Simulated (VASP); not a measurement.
A run of VASP 6.6.1 is set up as follows.

File INCAR:

```
PREC = Accurate ; ENCUT = 520
EDIFF = 1E-6 ; ISMEAR = 0
SIGMA = 0.1 ; LREAL = F
LASPH = T ; NELM = 100
ALGO = Normal ; ISIF = 2
LWAVE = F ; LCHARG = F
GGA = PE ; NBANDS = 20
```

The input KPOINTS:

```
Automatic mesh
0
Gamma
  6 6 4
```

The input POSCAR:

```
Al2O3
1.0
    4.0732359653      0.0000000027      0.0000000000
   -2.0366179850      3.5275258202      0.0000000000
    0.0000000000      0.0000000000      5.5002613316
Al O
2 3
Direct
    0.0000000000      0.0000000000      0.5000000000
    0.0000000000      0.0000000000      0.0000000000
    0.5000000000      0.0000000000      0.5000000000
    0.0000000000      0.5000000000      0.5000000000
    0.5000000000      0.5000000000      0.5000000000
```

Potentials or basis: VASP PAW PBE potentials, release 64 (Al, O).

Command:

```bash
$ cat potpaw_PBE.64/Al/POTCAR potpaw_PBE.64/O/POTCAR > POTCAR
$ mpirun -np 1 vasp_std > vasp.out
```

Predict the band gap on the k mesh.

zero (bands 12 and 13 overlap by 1.56 eV).

What does it give for the pressure?

-0.1 GPa.

Stress tensor (GPa, compression positive):
```
-0.09  0.00  0.00
 0.00 -0.09  0.00
 0.00  0.00 -0.02
```
